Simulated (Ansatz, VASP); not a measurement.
N: VASP beside Ansatz

```
N
1.0
     5.66859    0.00000    0.00000
     0.00000    5.66859    0.00000
     0.00000    0.00000    5.66859
N
4
Direct
  0.00037 0.00037 0.00037
  0.49963 0.99963 0.50037
  0.50037 0.49963 0.99963
  0.99963 0.50037 0.49963
```

Alike in both runs: functional r2SCAN; k mesh 4 × 4 × 4; occupations gaussian, width 0.02 eV; collinear spin.

Ansatz relaxed the structure, and its values are those at the end. VASP's run is a single point on that final structure, the one shown.

```csv
,VASP,Ansatz
version,VASP 6.6.1,Ansatz 0.2.0
potentials or method,"VASP PAW PBE potentials, release 64 (N), cutoff 520 eV","scalar-relativistic, plane waves, PAW"
valence electrons in the cell,20,20
```

```csv
,VASP,Ansatz,Ansatz less VASP
gap on the k mesh at the Fermi level (eV),4.66,4.66,0.000
least direct gap on the mesh (eV),4.73,4.73,0.000
pressure (GPa),-0.1,0.0,+0.12
net moment per atom (μB),3.00,3.00,0.000
size of the moment on the site where the two differ most (μB),1.99,2.94,+0.957
```

VASP's potentials were made for PBE, not for r2SCAN. Site moments also hang on the region over which each program counts them. Ansatz's warnings: stress scf threshold loose.
